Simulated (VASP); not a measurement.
Runs of VASP 6.6.1 on Na2N. The structure is that of space group P-3m1 (No. 164), or close to it. The cells are those of the table. 

| task | cell | k mesh | cutoff (eV) | gap on the mesh (eV) | pressure (GPa) | relaxed volume (Å³/atom) | largest force (eV/Å) |
| --- | --- | --- | --- | --- | --- | --- | --- |
| single point | a = 3.692, b = 3.692, c = 5.542 Å, angles 90.0, 90.0, 120.0°, 3 atoms | 6 × 6 × 4 | 520 | none | 0.1 | - | - |
| single point | a = 3.709, b = 3.709, c = 5.433 Å, angles 90.0, 90.0, 120.0°, 3 atoms | 15 × 15 × 8 | 520 | none | 0.0 | - | 0.01 |
| single point | a = 3.324, b = 3.324, c = 5.855 Å, angles 90.0, 90.0, 120.0°, 3 atoms | 6 × 6 × 4 | 520 | none | 1.3 | - | (a) |
| relaxation of cell and atoms | relaxed from a = 3.692, b = 3.692, c = 5.542 Å, angles 90.0, 90.0, 120.0°, 3 atoms | 15 × 15 × 8 | 600 | none | 0.0 | 21.07 | 0.01 |
| relaxation of cell and atoms | relaxed from a = 3.324, b = 3.324, c = 5.855 Å, angles 90.0, 90.0, 120.0°, 3 atoms | 6 × 6 × 4 | 600 | none | 0.1 | 20.58 | - |

Alike in all rows: level PBE; potentials or basis VASP PAW PBE potentials, release 64 (Na_pv, N); no spin polarisation; smearing gaussian 0.1 eV.

Q: Fill in the values left out.

A: (a) 0.79.

Caveats: some runs use coarse meshes.

A gap of «none» marks levels without a gap at the run's occupations.
